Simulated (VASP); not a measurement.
# Au (Im-3m) in VASP: notebook, part 2 of 2

VASP 6.6.1. Earlier steps stand in the parts before.

**4. Single point, r2SCAN (volume scaled by 0.96)**

File POSCAR:

```
Au
1.0
   -1.6159867843      1.6159867843      1.6159867843
    1.6159867843     -1.6159867843      1.6159867843
    1.6159867843      1.6159867843     -1.6159867843
Au
1
Direct
    0.0000000000      0.0000000000      0.0000000000
```

File INCAR.step1:

```
SYSTEM = Au
PREC     = Accurate       ! precision mode
ENCUT    = 550            ! plane-wave cutoff, eV
ISMEAR   = -1             ! smearing method
SIGMA    = 0.1            ! smearing width, eV
LREAL    = .FALSE.        ! projectors in reciprocal space
LASPH    = .TRUE.         ! aspherical terms in the spheres
NELM     = 120            ! most SCF steps
NBANDS   = 12             ! bands
GGA      = PE             ! functional
ALGO     = Normal         ! electronic algorithm
EDIFF    = 1E-5           ! SCF threshold, eV
LWAVE    = .TRUE.         ! write WAVECAR
LCHARG   = .FALSE.        ! write CHGCAR
GGA_COMPAT= .FALSE.
```

File INCAR.step2:

```
SYSTEM = Au
PREC     = Accurate       ! precision mode
ENCUT    = 550            ! plane-wave cutoff, eV
EDIFF    = 1E-6           ! SCF threshold, eV
ISMEAR   = -1             ! smearing method
SIGMA    = 0.1            ! smearing width, eV
LREAL    = .FALSE.        ! projectors in reciprocal space
LASPH    = .TRUE.         ! aspherical terms in the spheres
NELM     = 120            ! most SCF steps
ALGO     = Normal         ! electronic algorithm
ISIF     = 2              ! what is computed and relaxed
LWAVE    = .FALSE.        ! write WAVECAR
LCHARG   = .TRUE.         ! write CHGCAR
METAGGA  = R2SCAN         ! meta-GGA
LMIXTAU  = .TRUE.       
LELF     = .TRUE.         ! ELF
LVHAR    = .TRUE.       
NBANDS   = 12             ! bands
ISTART   = 1            
GGA_COMPAT= .FALSE.
```

File KPOINTS:

```
regular mesh
0
G
  15 15 15
  0 0 0
```

Potentials or basis: VASP PAW PBE potentials, release 64 (Au).

Launch:

```console
> cat potpaw_PBE.64/Au/POTCAR > POTCAR
> cp INCAR.step1 INCAR
> mpirun -np 1 vasp_std > vasp.out
> cp INCAR.step2 INCAR
> mpirun -np 1 vasp_std > vasp.out
```

OUTCAR:

```text
SYSTEM = Au
   PREC = Accurate
   ENCUT = 550
   EDIFF = 1E-6
   ISMEAR = -1
   LREAL = .FALSE.
   LASPH = .TRUE.
   NELM = 120
   ISIF = 2
   METAGGA = R2SCAN
   ISTART = 1

 ion  position               nearest neighbor table
   1  0.000  0.000  0.000-

  LATTYP: Found a body centered cubic cell.
 ALAT       =     3.2319735686

  Lattice vectors:

 A1 = (  -1.6159867843,   1.6159867843,   1.6159867843)
 A2 = (   1.6159867843,  -1.6159867843,   1.6159867843)
 A3 = (   1.6159867843,   1.6159867843,  -1.6159867843)

Analysis of symmetry for initial positions (statically):
=====================================================================
 Subroutine PRICEL returns:
 Original cell was already a primitive cell.

 Routine SETGRP: Setting up the symmetry group for a
 body centered cubic supercell.

 Subroutine GETGRP returns: Found 48 space group operations
[... 9 lines left out ...]

 Routine SETGRP: Setting up the symmetry group for a
 body centered cubic supercell.

 Subroutine GETGRP returns: Found 48 space group operations
[... 11 lines left out ...]
                                     Primitive cell

  volume of cell :      16.8800

  direct lattice vectors                    reciprocal lattice vectors
    -1.615986784  1.615986784  1.615986784     0.000000000  0.309408471  0.309408471
     1.615986784 -1.615986784  1.615986784     0.309408471  0.000000000  0.309408471
     1.615986784  1.615986784 -1.615986784     0.309408471  0.309408471  0.000000000

  length of vectors
     2.798971215  2.798971215  2.798971215     0.437569656  0.437569656  0.437569656

  position of ions in fractional coordinates (direct lattice)
     0.000000000  0.000000000  0.000000000

  ion indices of the primitive-cell ions
   primitive index   ion index
                 1           1

----------------------------------------------------------------------------------------

[... 86 lines left out ...]
   IALGO  =     38    algorithm
   IMIX   =      4    mixing-type and parameters
     AMIX     =   0.40;   BMIX     =  1.00
     AMIX_MAG =   1.60;   BMIX_MAG =  1.00
  volume/ion in A,a.u.               =      16.88       113.91
  Fermi-wavevector in a.u.,A,eV,Ry     =   1.419323  2.682132 27.408636  2.014478
  Thomas-Fermi vector in A             =   2.540356
   LORBIT       =      0    0 simple, 1 ext, 2 COOP (PROOUT), +10 PAW based schemes
   METAGGA = R2SCAN    functional components
   LHFCALC =     F    Hartree Fock is set to
   AEXX    =    0.0000 exact exchange contribution
   IVDW    =     0    specifies the selected vdW correction
   LEPSILON=     F    determine dielectric tensor
   LRPA    =     F    only Hartree local field effects (RPA)
 non-spin polarized calculation
  energy-cutoff  :      550.00
  volume of cell :       16.88
 maximum number of plane-waves:       531
 NGX is ok and might be reduce to    24
   NGX = 11   NGY = 11   NGZ = 11

 number of electron      11.0000001 magnetization

 Free energy of the ion-electron system (eV)
  ---------------------------------------------------
  ext. energy  EPLUGINS =         0.00000000
  ---------------------------------------------------
  free energy    TOTEN  =       -50.55992332 eV

  energy without entropy =      -50.54975381  energy(sigma->0) =      -50.55483857

 E-fermi :   9.4002     XC(G=0): -13.6908

 val. band max:        9.3760922304   @ k =  -0.4000   0.4667   0.0667
 cond. band min:       9.4515782082   @ k =  -0.4000   0.4000   0.2000
 fundamental gap:      0.0754859779
 Fermi energy:         9.4002324319

 k-point     1 :       0.0000    0.0000    0.0000
  band No.  band energies     occupation
      1      -0.6930      2.00000
      2       4.2941      2.00000
      3       4.2941      2.00000
      4       4.2941      2.00000
      5       6.3082      2.00000
      6       6.3082      2.00000
      7      26.9224      0.00000
      8      26.9224      0.00000
      9      26.9224      0.00000
     10      34.9840      0.00000
     11      34.9840      0.00000
     12      34.9840      0.00000
[... 331 lines left out ...]
 k-point    24 :       0.4000    0.2000    0.0000
  band No.  band energies     occupation
      1       2.5869      2.00000
      2       3.4775      2.00000
      3       5.1947      2.00000
      4       6.1666      2.00000
      5       6.8874      2.00000
      6      12.2908      0.00000
      7      13.0623      0.00000
      8      19.2985      0.00000
      9      24.1399      0.00000
     10      31.4861      0.00000
     11      32.6872      0.00000
     12      36.4722      0.00000

 [... further k-points ...]
[... 5 lines left out ...]
  --------------------------------------------------------------------------------------
  -------------------------------------------------------------------------------------
  Total        0.8232718      0.8232718      0.8232718      0.0000000     -0.0000000      0.0000000
  in kB       78.1412610     78.1412610     78.1412610      0.0000000     -0.0000000      0.0000000
  external PRESSURE =      78.1412610 kB  Pullay stress =       0.0000000 kB

 VOLUME and BASIS-vectors are now :
 -----------------------------------------------------------------------------
  energy-cutoff  :      550.00
  volume of cell :       16.88
      direct lattice vectors                 reciprocal lattice vectors
    -1.615986784  1.615986784  1.615986784     0.000000000  0.309408471  0.309408471
     1.615986784 -1.615986784  1.615986784     0.309408471  0.000000000  0.309408471
     1.615986784  1.615986784 -1.615986784     0.309408471  0.309408471  0.000000000

 POSITION                                       TOTAL-FORCE (eV/Angst)
 -----------------------------------------------------------------------------------
      0.00000      0.00000      0.00000        -0.000000      0.000000      0.000000
 -----------------------------------------------------------------------------------
    total drift:                               -0.000000      0.000000      0.000000

  FREE ENERGIE OF THE ION-ELECTRON SYSTEM (eV)
  ---------------------------------------------------
  free  energy   TOTEN  =       -50.5599233165 eV

  energy  without entropy=      -50.5497538142  energy(sigma->0) =      -50.55483857
```

OSZICAR.step1:

```text
N       E                     dE             d eps       ncg     rms          rms(c)
DAV:   1     0.508949113829E+02    0.50895E+02   -0.57674E+03  2952   0.857E+02
DAV:   2    -0.272514702921E+01   -0.53620E+02   -0.50528E+02  3360   0.189E+02
DAV:   3    -0.344166771651E+01   -0.71652E+00   -0.71593E+00  3432   0.213E+01
DAV:   4    -0.344411930071E+01   -0.24516E-02   -0.24515E-02  3320   0.145E+00
DAV:   5    -0.344413714604E+01   -0.17845E-04   -0.17845E-04  3416   0.117E-01    0.940E+00
DAV:   6    -0.318966602463E+01    0.25447E+00   -0.67977E-01  3168   0.663E+00    0.599E+00
DAV:   7    -0.317003290689E+01    0.19633E-01   -0.64600E-02  3348   0.205E+00    0.284E+00
DAV:   8    -0.316765846896E+01    0.23744E-02   -0.16572E-03  3188   0.352E-01    0.249E-01
DAV:   9    -0.316764588647E+01    0.12582E-04   -0.82480E-06  3216   0.259E-02    0.152E-02
DAV:  10    -0.316765157546E+01   -0.56890E-05   -0.25702E-06  1880   0.156E-02
   1 F= -.31676516E+01 E0= -.31621677E+01  d E =-.109678E-01
```

Wall time 69 s (1 thread of Intel Xeon Platinum 8488C (Sapphire Rapids), shared host); peak memory 0.17 GiB.

What came out:

* Free energy: -50.5599 eV
* Pressure: 7.8 GPa

Caveat: the cell differs from its parent crystal (volume scaled by 0.96); the PAW data sets were made with another functional, which shifts forces and pressure a little; spin-orbit coupling is left out, which moves the levels of the heavy elements.

**5. Single point, r2SCAN**

This run uses another cell than the first one, of 17.58 Å³/atom, 1.136 times its volume.

File POSCAR:

```
Au
1.0
   -1.6381263408      1.6381263408      1.6381263408
    1.6381263408     -1.6381263408      1.6381263408
    1.6381263408      1.6381263408     -1.6381263408
Au
1
Direct
    0.0000000000      0.0000000000      0.0000000000
```

File INCAR.step1:

```
SYSTEM = Au
PREC = Accurate ; ENCUT = 550
ISMEAR = -1 ; SIGMA = 0.1
LREAL = .FALSE. ; LASPH = .TRUE.
NELM = 120 ; NBANDS = 12
GGA = PE ; ALGO = Normal
EDIFF = 1E-5 ; LWAVE = .TRUE.
LCHARG = .FALSE. ; GGA_COMPAT = .FALSE.
```

File INCAR.step2:

```
SYSTEM = Au
PREC = Accurate ; ENCUT = 550
EDIFF = 1E-6 ; ISMEAR = -1
SIGMA = 0.1 ; LREAL = .FALSE.
LASPH = .TRUE. ; NELM = 120
ALGO = Normal ; ISIF = 2
LWAVE = .FALSE. ; LCHARG = .FALSE.
METAGGA = R2SCAN ; LMIXTAU = .TRUE.
NBANDS = 12 ; ISTART = 1
GGA_COMPAT = .FALSE.
```

File KPOINTS:

```
Automatic mesh
0
G
  15 15 15
  0 0 0
```

Potentials or basis: VASP PAW PBE potentials, release 64 (Au).

Launch:

```console
> cat potpaw_PBE.64/Au/POTCAR > POTCAR
> cp INCAR.step1 INCAR
> mpirun -np 1 vasp_std > vasp.out
> cp INCAR.step2 INCAR
> mpirun -np 1 vasp_std > vasp.out
```

OUTCAR:

```text
SYSTEM = Au
   PREC = Accurate
   ENCUT = 550
   EDIFF = 1E-6
   ISMEAR = -1
   LREAL = .FALSE.
   LASPH = .TRUE.
   NELM = 120
   ISIF = 2
   METAGGA = R2SCAN
   ISTART = 1

 ion  position               nearest neighbor table
   1  0.000  0.000  0.000-

  LATTYP: Found a body centered cubic cell.
 ALAT       =     3.2762526816

  Lattice vectors:

 A1 = (  -1.6381263408,   1.6381263408,   1.6381263408)
 A2 = (   1.6381263408,  -1.6381263408,   1.6381263408)
 A3 = (   1.6381263408,   1.6381263408,  -1.6381263408)

Analysis of symmetry for initial positions (statically):
=====================================================================
 Subroutine PRICEL returns:
 Original cell was already a primitive cell.

 Routine SETGRP: Setting up the symmetry group for a
 body centered cubic supercell.

 Subroutine GETGRP returns: Found 48 space group operations
[... 9 lines left out ...]

 Routine SETGRP: Setting up the symmetry group for a
 body centered cubic supercell.

 Subroutine GETGRP returns: Found 48 space group operations
[... 11 lines left out ...]
                                     Primitive cell

  volume of cell :      17.5834

  direct lattice vectors                    reciprocal lattice vectors
    -1.638126341  1.638126341  1.638126341     0.000000000  0.305226763  0.305226763
     1.638126341 -1.638126341  1.638126341     0.305226763  0.000000000  0.305226763
     1.638126341  1.638126341 -1.638126341     0.305226763  0.305226763  0.000000000

  length of vectors
     2.837318051  2.837318051  2.837318051     0.431655827  0.431655827  0.431655827

  position of ions in fractional coordinates (direct lattice)
     0.000000000  0.000000000  0.000000000

  ion indices of the primitive-cell ions
   primitive index   ion index
                 1           1

----------------------------------------------------------------------------------------

[... 86 lines left out ...]
   IALGO  =     38    algorithm
   IMIX   =      4    mixing-type and parameters
     AMIX     =   0.40;   BMIX     =  1.00
     AMIX_MAG =   1.60;   BMIX_MAG =  1.00
  volume/ion in A,a.u.               =      17.58       118.66
  Fermi-wavevector in a.u.,A,eV,Ry     =   1.400141  2.645882 26.672778  1.960394
  Thomas-Fermi vector in A             =   2.523131
   LORBIT       =      0    0 simple, 1 ext, 2 COOP (PROOUT), +10 PAW based schemes
   METAGGA = R2SCAN    functional components
   LHFCALC =     F    Hartree Fock is set to
   AEXX    =    0.0000 exact exchange contribution
   IVDW    =     0    specifies the selected vdW correction
   LEPSILON=     F    determine dielectric tensor
   LRPA    =     F    only Hartree local field effects (RPA)
 non-spin polarized calculation
  energy-cutoff  :      550.00
  volume of cell :       17.58
 maximum number of plane-waves:       537
 NGX is ok and might be reduce to    24
   NGX = 11   NGY = 11   NGZ = 11

 number of electron      11.0000001 magnetization

 Free energy of the ion-electron system (eV)
  ---------------------------------------------------
  ext. energy  EPLUGINS =         0.00000000
  ---------------------------------------------------
  free energy    TOTEN  =       -50.57827202 eV

  energy without entropy =      -50.56819863  energy(sigma->0) =      -50.57323532

 E-fermi :   8.7377     XC(G=0): -13.3997

 val. band max:        8.7344538315   @ k =  -0.4000   0.4667   0.0667
 cond. band min:       8.7865847427   @ k =  -0.4000   0.4000   0.2000
 fundamental gap:      0.0521309112
 Fermi energy:         8.7377275343

 k-point     1 :       0.0000    0.0000    0.0000
  band No.  band energies     occupation
      1      -0.9158      2.00000
      2       3.8562      2.00000
      3       3.8562      2.00000
      4       3.8562      2.00000
      5       5.7405      2.00000
      6       5.7405      2.00000
      7      26.2373      0.00000
      8      26.2373      0.00000
      9      26.2373      0.00000
     10      33.5207      0.00000
     11      33.5207      0.00000
     12      33.5207      0.00000
[... 331 lines left out ...]
 k-point    24 :       0.4000    0.2000    0.0000
  band No.  band energies     occupation
      1       2.2645      2.00000
      2       3.1050      2.00000
      3       4.7295      2.00000
      4       5.6066      2.00000
      5       6.2817      2.00000
      6      11.5848      0.00000
      7      12.1800      0.00000
      8      18.4068      0.00000
      9      23.2323      0.00000
     10      30.4311      0.00000
     11      31.7577      0.00000
     12      35.2425      0.00000

 [... further k-points ...]
[... 5 lines left out ...]
  --------------------------------------------------------------------------------------
  -------------------------------------------------------------------------------------
  Total        0.0793014      0.0793014      0.0793014      0.0000000      0.0000000     -0.0000000
  in kB        7.2258595      7.2258595      7.2258595      0.0000000      0.0000000     -0.0000000
  external PRESSURE =       7.2258595 kB  Pullay stress =       0.0000000 kB

 VOLUME and BASIS-vectors are now :
 -----------------------------------------------------------------------------
  energy-cutoff  :      550.00
  volume of cell :       17.58
      direct lattice vectors                 reciprocal lattice vectors
    -1.638126341  1.638126341  1.638126341     0.000000000  0.305226763  0.305226763
     1.638126341 -1.638126341  1.638126341     0.305226763  0.000000000  0.305226763
     1.638126341  1.638126341 -1.638126341     0.305226763  0.305226763  0.000000000

 POSITION                                       TOTAL-FORCE (eV/Angst)
 -----------------------------------------------------------------------------------
      0.00000      0.00000      0.00000        -0.000000      0.000000      0.000000
 -----------------------------------------------------------------------------------
    total drift:                               -0.000000      0.000000      0.000000

  FREE ENERGIE OF THE ION-ELECTRON SYSTEM (eV)
  ---------------------------------------------------
  free  energy   TOTEN  =       -50.5782720241 eV

  energy  without entropy=      -50.5681986254  energy(sigma->0) =      -50.57323532
```

OSZICAR.step1:

```text
N       E                     dE             d eps       ncg     rms          rms(c)
DAV:   1     0.511610274835E+02    0.51161E+02   -0.57499E+03  2944   0.853E+02
DAV:   2    -0.274246287610E+01   -0.53903E+02   -0.51168E+02  3416   0.191E+02
DAV:   3    -0.347011120616E+01   -0.72765E+00   -0.72683E+00  3440   0.213E+01
DAV:   4    -0.347262733367E+01   -0.25161E-02   -0.25160E-02  3316   0.144E+00
DAV:   5    -0.347264627209E+01   -0.18938E-04   -0.18939E-04  3416   0.119E-01    0.829E+00
DAV:   6    -0.321791717414E+01    0.25473E+00   -0.72187E-01  3152   0.674E+00    0.540E+00
DAV:   7    -0.320140697581E+01    0.16510E-01   -0.53877E-02  3316   0.186E+00    0.273E+00
DAV:   8    -0.319930989588E+01    0.20971E-02   -0.11903E-03  3200   0.293E-01    0.232E-01
DAV:   9    -0.319929805399E+01    0.11842E-04   -0.70507E-06  3136   0.227E-02    0.159E-02
DAV:  10    -0.319930424225E+01   -0.61883E-05   -0.30688E-06  1844   0.174E-02
   1 F= -.31993042E+01 E0= -.31938536E+01  d E =-.109014E-01
```

Run time: 58 s. Hardware: 1 thread of Intel Xeon Platinum 8488C (Sapphire Rapids), shared host; peak memory 0.16 GiB.

What came out:

- Free energy: -50.5783 eV
- Pressure: 0.7 GPa

Caveat: the PAW data sets were made with another functional, which shifts forces and pressure a little; spin-orbit coupling is left out, which moves the levels of the heavy elements.

**6. Single point, r2SCAN (volume scaled by 1.04)**

File POSCAR:

```
Au
1.0
   -1.6596831068      1.6596831068      1.6596831068
    1.6596831068     -1.6596831068      1.6596831068
    1.6596831068      1.6596831068     -1.6596831068
Au
1
Direct
    0.0000000000      0.0000000000      0.0000000000
```

File INCAR.step1:

```
PREC = Accurate
ENCUT = 550
ISMEAR = -1
SIGMA = 0.1
LREAL = F
LASPH = T
NELM = 120
NBANDS = 12
GGA = PE
ALGO = Normal
EDIFF = 1E-5
LWAVE = T
LCHARG = F
GGA_COMPAT = F
```

File INCAR.step2:

```
PREC = Accurate
ENCUT = 550
EDIFF = 1E-6
ISMEAR = -1
SIGMA = 0.1
LREAL = F
LASPH = T
NELM = 120
ALGO = Normal
ISIF = 2
LWAVE = F
LCHARG = F
METAGGA = R2SCAN
LMIXTAU = T
NBANDS = 12
ISTART = 1
GGA_COMPAT = F
```

File KPOINTS:

```
regular mesh
0
Gamma
  15 15 15
```

Potentials or basis: VASP PAW PBE potentials, release 64 (Au).

Launch:

```console
> cat potpaw_PBE.64/Au/POTCAR > POTCAR
> cp INCAR.step1 INCAR
> mpirun -np 1 vasp_std > vasp.out
> cp INCAR.step2 INCAR
> mpirun -np 1 vasp_std > vasp.out
```

Run time: 61 s. Hardware: 1 thread of Intel Xeon Platinum 8488C (Sapphire Rapids), shared host; peak memory 0.16 GiB.

It converged, with:

- Free energy: -50.5694 eV
- Pressure: -4.7 GPa

Levels at points of the mesh, in eV from the Fermi level:
```tsv
k point	band 3	band 4	band 5	band 6	band 7	band 8
(0.00, 0.00, 0.00)	-4.68	-4.68	-2.92	-2.92	17.46	17.46
```

Caveat: the cell differs from its parent crystal (volume scaled by 1.04); the PAW data sets were made with another functional, which shifts forces and pressure a little; spin-orbit coupling is left out, which moves the levels of the heavy elements.

**7. Summary**

| cell | gap on the mesh (eV) | pressure (GPa) |
| --- | --- | --- |
| a = 2.719 Å, angles 109.5°, 1 atom | none | 29.4 |
| a = 2.760 Å, angles 109.5°, 1 atom | none | 17.1 |
| a = 2.799 Å, angles 109.5°, 1 atom | none | 7.8 |
| a = 2.837 Å, angles 109.5°, 1 atom | none | 0.7 |
| a = 2.875 Å, angles 109.5°, 1 atom | none | -4.7 |

Alike in all rows: task single point; level r2SCAN; potentials or basis VASP PAW PBE potentials, release 64 (Au); no spin polarisation; k mesh 15 × 15 × 15; cutoff (eV) 550; smearing fermi-dirac 0.1 eV.

Caveats: the PAW data sets were made with another functional, which shifts forces and pressure a little; spin-orbit coupling is left out, which moves the levels of the heavy elements.

Total energies depend on the potentials used, so only differences within one code and one set of settings carry meaning.
